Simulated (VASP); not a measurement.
# Bi (Cmce) in VASP: a series of runs, part 2 of 2

VASP 6.6.1.

**4. Single point, r2SCAN**

This run uses another cell than the first one, of the same volume but with other edges.

POSCAR

```
Bi
1.0
    2.2863598187     -6.4898655066      0.0000000000
    2.2863598187      6.4898655066      0.0000000000
    0.0000000000      0.0000000000      4.9804455951
Bi
4
Direct
    0.1154024380      0.8845975620      0.9540412126
    0.6154024380      0.3845975620      0.5459587874
    0.8845975620      0.1154024380      0.0459587874
    0.3845975620      0.6154024380      0.4540412126
```

INCAR.step1

```
SYSTEM = Bi
  PREC = Accurate
  ENCUT = 550
  ISMEAR = 0
  SIGMA = 0.1
  LREAL = .False.
  LASPH = .True.
  NELM = 120
  NBANDS = 38
  GGA = PE
  ALGO = Normal
  EDIFF = 1E-5
  LWAVE = .True.
  LCHARG = .False.
  GGA_COMPAT = .False.
```

INCAR.step2

```
SYSTEM = Bi
  PREC = Accurate
  ENCUT = 550
  EDIFF = 1E-6
  ISMEAR = 0
  SIGMA = 0.1
  LREAL = .False.
  LASPH = .True.
  NELM = 120
  ALGO = Normal
  ISIF = 2
  LWAVE = .False.
  LCHARG = .True.
  METAGGA = R2SCAN
  LMIXTAU = .True.
  LELF = .True.
  LVHAR = .True.
  NBANDS = 38
  ISTART = 1
  GGA_COMPAT = .False.
```

KPOINTS

```
Automatic mesh
0
Gamma
  4 4 4
  0 0 0
```

Potentials or basis: VASP PAW PBE potentials, release 64 (Bi_d).

Run with:

```
> cat potpaw_PBE.64/Bi_d/POTCAR > POTCAR
> cp INCAR.step1 INCAR
> mpirun -np 1 vasp_std > vasp.out
> cp INCAR.step2 INCAR
> mpirun -np 1 vasp_std > vasp.out
```

OUTCAR:

```text
SYSTEM = Bi
   PREC = Accurate
   ENCUT = 550
   EDIFF = 1E-6
   ISMEAR = 0
   LREAL = .False.
   LASPH = .True.
   NELM = 120
   ISIF = 2
   METAGGA = R2SCAN
   ISTART = 1

 ion  position               nearest neighbor table
   1  0.115  0.885  0.954-   3 3.03   2 3.06   2 3.06   2 3.73   2 3.73
   2  0.615  0.385  0.546-   4 3.03   1 3.06   1 3.06   1 3.73   1 3.73
   3  0.885  0.115  0.046-   1 3.03   4 3.06   4 3.06   4 3.73   4 3.73
   4  0.385  0.615  0.454-   2 3.03   3 3.06   3 3.06   3 3.73   3 3.73

  LATTYP: Found a base centered orthorhombic cell.
 ALAT       =     4.5727196374
 B/A-ratio  =     2.8385145039
 C/A-ratio  =     1.0891648712

  Lattice vectors:

 A1 = (   2.2863598187,  -6.4898655066,   0.0000000000)
 A2 = (   2.2863598187,   6.4898655066,   0.0000000000)
 A3 = (   0.0000000000,   0.0000000000,   4.9804455951)

Analysis of symmetry for initial positions (statically):
=====================================================================
 Subroutine PRICEL returns:
 Original cell was already a primitive cell.

 Routine SETGRP: Setting up the symmetry group for a
[... 169 lines left out ...]
  energy without entropy =     -233.88342409  energy(sigma->0) =     -233.88400415

 E-fermi :   5.4675     XC(G=0):  -9.9177

 val. band max:        5.3658565422   @ k =  -0.2500   0.2500   0.0000
 cond. band min:       5.5400839486   @ k =   0.5000   0.5000   0.0000
 fundamental gap:      0.1742274064
 Fermi energy:         5.4674732469

 k-point     1 :       0.0000    0.0000    0.0000
  band No.  band energies     occupation
      1     -17.8544      2.00000
      2     -17.8466      2.00000
      3     -17.8386      2.00000
      4     -17.7070      2.00000
      5     -17.6982      2.00000
      6     -17.6859      2.00000
[... 850 lines left out ...]
     37      12.4752      0.00000
     38      12.4752      0.00000

------------------------ aborting loop because EDIFF is reached ----------------------------------------

  FORCE on cell =-STRESS in cart. coord.  units (eV):
  Direction    XX          YY          ZZ          XY          YZ          ZX
  --------------------------------------------------------------------------------------
  -------------------------------------------------------------------------------------
  Total        0.0226846     -0.3089582      0.0969941      0.0000000      0.0000000      0.0000000
  in kB        0.2459030     -3.3491290      1.0514225      0.0000000      0.0000000      0.0000000
  external PRESSURE =      -0.6839345 kB  Pullay stress =       0.0000000 kB

 VOLUME and BASIS-vectors are now :
 -----------------------------------------------------------------------------
  energy-cutoff  :      550.00
  volume of cell :      147.80
      direct lattice vectors                 reciprocal lattice vectors
     2.286359819 -6.489865507  0.000000000     0.218688238 -0.077043199  0.000000000
     2.286359819  6.489865507  0.000000000     0.218688238  0.077043199  0.000000000
     0.000000000  0.000000000  4.980445595     0.000000000  0.000000000  0.200785247

 POSITION                                       TOTAL-FORCE (eV/Angst)
 -----------------------------------------------------------------------------------
      2.28636      4.99197      4.75155         0.000000      0.014869      0.036627
      2.28636     -1.49789      2.71912         0.000000      0.014869     -0.036627
      2.28636     -4.99197      0.22890         0.000000     -0.014869     -0.036627
      2.28636      1.49789      2.26133         0.000000     -0.014869      0.036627
 -----------------------------------------------------------------------------------
    total drift:                                0.000000      0.000000     -0.000000

  FREE ENERGIE OF THE ION-ELECTRON SYSTEM (eV)
  ---------------------------------------------------
  free  energy   TOTEN  =      -233.8845842236 eV

  energy  without entropy=     -233.8834240859  energy(sigma->0) =     -233.88400415
```

OSZICAR.step1:

```text
N       E                     dE             d eps       ncg     rms          rms(c)
DAV:   1     0.717869102216E+03    0.71787E+03   -0.32418E+04  1596   0.194E+03
DAV:   2     0.635575091161E+02   -0.65431E+03   -0.64254E+03  1604   0.540E+02
DAV:   3    -0.117118839853E+02   -0.75269E+02   -0.73708E+02  1846   0.199E+02
DAV:   4    -0.152126766246E+02   -0.35008E+01   -0.34906E+01  1770   0.453E+01
DAV:   5    -0.153950777492E+02   -0.18240E+00   -0.18239E+00  2142   0.939E+00    0.166E+00
DAV:   6    -0.153843907360E+02    0.10687E-01   -0.61205E-02  2110   0.180E+00    0.102E+00
DAV:   7    -0.153800351871E+02    0.43555E-02   -0.41655E-02  1758   0.164E+00    0.163E-01
DAV:   8    -0.153805815251E+02   -0.54634E-03   -0.76334E-03  1822   0.708E-01    0.401E-02
DAV:   9    -0.153805726692E+02    0.88559E-05   -0.73772E-04  2154   0.201E-01    0.282E-02
DAV:  10    -0.153805705655E+02    0.21038E-05   -0.11372E-04  1632   0.673E-02    0.110E-02
DAV:  11    -0.153805696802E+02    0.88524E-06   -0.11542E-05  1046   0.346E-02
   1 F= -.15380570E+02 E0= -.15379874E+02  d E =-.139097E-02
```

Wall time 14 min (1 thread of Oxide Virtual Turin-like, shared host); peak memory 0.38 GiB.

The run converged, but its numbers aren't listed here, since they failed a check.

Caveat: the k points lie up to 0.36 Å⁻¹ apart; the mesh shows a gap though the element is a metal; the PAW data sets were made with another functional, which shifts forces and pressure a little; spin-orbit coupling is left out, which moves the levels of the heavy elements.

**5. Single point, r2SCAN**

This run uses another cell than the first one, of 35.90 Å³/atom.

POSCAR

```
Bi
1.0
    2.0449810621     -6.4871000460      0.0000000000
    2.0449810621      6.4871000460      0.0000000000
    0.0000000000      0.0000000000      5.4120948956
Bi
4
Direct
    0.0980000000      0.9020000000      0.9100000000
    0.5980000000      0.4020000000      0.5900000000
    0.9020000000      0.0980000000      0.0900000000
    0.4020000000      0.5980000000      0.4100000000
```

INCAR.step1

```
SYSTEM = Bi
ALGO     = Normal         ! electronic algorithm
EDIFF    = 1E-5           ! SCF threshold, eV
ENCUT    = 550            ! plane-wave cutoff, eV
GGA      = PE             ! functional
GGA_COMPAT= .FALSE.      
ISMEAR   = 0              ! smearing method
LASPH    = .TRUE.         ! aspherical terms in the spheres
LCHARG   = .FALSE.        ! write CHGCAR
LREAL    = .FALSE.        ! projectors in reciprocal space
LWAVE    = .TRUE.         ! write WAVECAR
NBANDS   = 38             ! bands
NELM     = 120            ! most SCF steps
PREC     = Accurate       ! precision mode
SIGMA    = 0.1            ! smearing width, eV
```

INCAR.step2

```
SYSTEM = Bi
ALGO     = Normal         ! electronic algorithm
EDIFF    = 1E-6           ! SCF threshold, eV
ENCUT    = 550            ! plane-wave cutoff, eV
GGA_COMPAT= .FALSE.      
ISIF     = 2              ! what is computed and relaxed
ISMEAR   = 0              ! smearing method
ISTART   = 1            
LASPH    = .TRUE.         ! aspherical terms in the spheres
LCHARG   = .TRUE.         ! write CHGCAR
LELF     = .TRUE.         ! ELF
LMIXTAU  = .TRUE.       
LREAL    = .FALSE.        ! projectors in reciprocal space
LVHAR    = .TRUE.       
LWAVE    = .FALSE.        ! write WAVECAR
METAGGA  = R2SCAN         ! meta-GGA
NBANDS   = 38             ! bands
NELM     = 120            ! most SCF steps
PREC     = Accurate       ! precision mode
SIGMA    = 0.1            ! smearing width, eV
```

KPOINTS

```
k-points
0
G
  6 6 4
  0 0 0
```

Run with:

```
> cat potpaw_PBE.64/Bi_d/POTCAR > POTCAR
> cp INCAR.step1 INCAR
> mpirun -np 1 vasp_std > vasp.out
> cp INCAR.step2 INCAR
> mpirun -np 1 vasp_std > vasp.out
```

Run time: 34 min. Hardware: 1 thread of Oxide Virtual Turin-like, shared host; peak memory 0.44 GiB.

Results (log left out):

| Item | Value |
| --- | --- |
| Free energy | -230.9984 eV |
| Pressure | 18.4 GPa |
| Largest force | 4.466 eV/Å |

Forces on the atoms (eV/Å):
```
Bi   0.000 -2.750  3.519
Bi   0.000 -2.750 -3.519
Bi   0.000  2.750 -3.519
Bi   0.000  2.750  3.519
```

Stress tensor (GPa, compression positive):
```
21.86  0.00  0.00
 0.00 14.68  0.00
 0.00  0.00 18.74
```

Levels at points of the mesh, in eV from the Fermi level:
```
           k point  band 27  band 28  band 29  band 30  band 31  band 32  band 33  band 34
(0.00, 0.00, 0.00)    -3.52    -2.01    -1.95    -0.87     0.91     0.99     1.43     2.81
(0.50, 0.00, 0.00)    -3.13    -3.13    -2.51    -2.51     0.65     0.65     1.74     1.74
(0.50, 0.50, 0.00)    -3.65    -1.73    -1.31    -0.13     0.14     1.10     1.14     2.63
(0.00, 0.00, 0.50)    -2.62    -2.62    -1.42    -1.42     0.43     0.43     2.92     2.92
(0.50, 0.00, 0.50)    -4.55    -4.55    -1.81    -1.81     1.63     1.63     3.80     3.80
(0.50, 0.50, 0.50)    -2.66    -2.66    -1.67    -1.67     0.88     0.88     1.98     1.98
```

Caveat: the stress differs along the axes, from 15 to 22 GPa; the PAW data sets were made with another functional, which shifts forces and pressure a little; spin-orbit coupling is left out, which moves the levels of the heavy elements.

**6. Overview**

| cell | k mesh | cutoff (eV) | smearing | gap on the mesh (eV) | pressure (GPa) | largest force (eV/Å) |
| --- | --- | --- | --- | --- | --- | --- |
| a = 6.812, b = 6.812, c = 5.083 Å, angles 90.0, 90.0, 141.3°, 4 atoms, atomic positions A | 8 × 8 × 8 | 520 | gaussian 0.01 eV | none | 0.0 | 0.01 |
| a = 5.456, b = 5.456, c = 5.552 Å, angles 90.0, 90.0, 118.9°, 4 atoms, atomic positions B | 4 × 4 × 4 | 550 | gaussian 0.1 eV | none | 2.0 | 0.39 |
| a = 6.802, b = 6.802, c = 5.412 Å, angles 90.0, 90.0, 145.0°, 4 atoms, atomic positions C | 6 × 6 × 4 | 550 | gaussian 0.1 eV | - | 18.4 | 4.47 |

Alike in all rows: task single point; level r2SCAN; potentials or basis VASP PAW PBE potentials, release 64 (Bi_d); no spin polarisation.

Caveats: the PAW data sets were made with another functional, which shifts forces and pressure a little; spin-orbit coupling is left out, which moves the levels of the heavy elements; the stress differs along the axes, from 15 to 22 GPa (at least some runs).

Total energies depend on the potentials used, so only differences within one code and one set of settings carry meaning.

The gap in the log of VASP goes by the Fermi energy; the results here count the filled bands.